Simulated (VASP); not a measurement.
Runs of VASP 6.6.1 on Ni. The structure is that of space group Fm-3m (No. 225), or close to it. The cells are those of the table. 

```csv
task,cell,k mesh,cutoff (eV),gap on the mesh (eV),pressure (GPa),moment (μB),relaxed volume (Å³/atom)
single point,"a = 2.451 Å, angles 60.0°, 1 atom",10 × 10 × 10,520,none,-0.2,0.71,-
single point,"a = 2.449 Å, angles 60.0°, 1 atom",20 × 20 × 20,520,none,-0.1,0.62,-
single point,"a = 2.604 Å, angles 60.0°, 1 atom",8 × 8 × 8,520,none,-26.5,0.70,-
relaxation of cell and atoms,"relaxed from a = 2.451 Å, angles 60.0°, 1 atom",20 × 20 × 20,600,none,0.0,0.62,(b)
relaxation of cell and atoms,"relaxed from a = 2.604 Å, angles 60.0°, 1 atom",10 × 10 × 10,600,none,-0.3,0.71,(a)
```

Alike in all rows: level PBEsol; potentials or basis VASP PAW PBE potentials, release 64 (Ni); spin collinear, ferromagnetic start; smearing gaussian 0.1 eV.

Problem. Fill in the values left out.

Solution. (a) 10.40; (b) 10.38.

Caveats: some runs use coarse meshes; the PAW data sets were made with another functional, which shifts forces and pressure a little; the volume moved by over 15 % at a fixed basis, so the end points are rough (at least some runs).

A gap of «none» marks levels without a gap at the run's occupations.
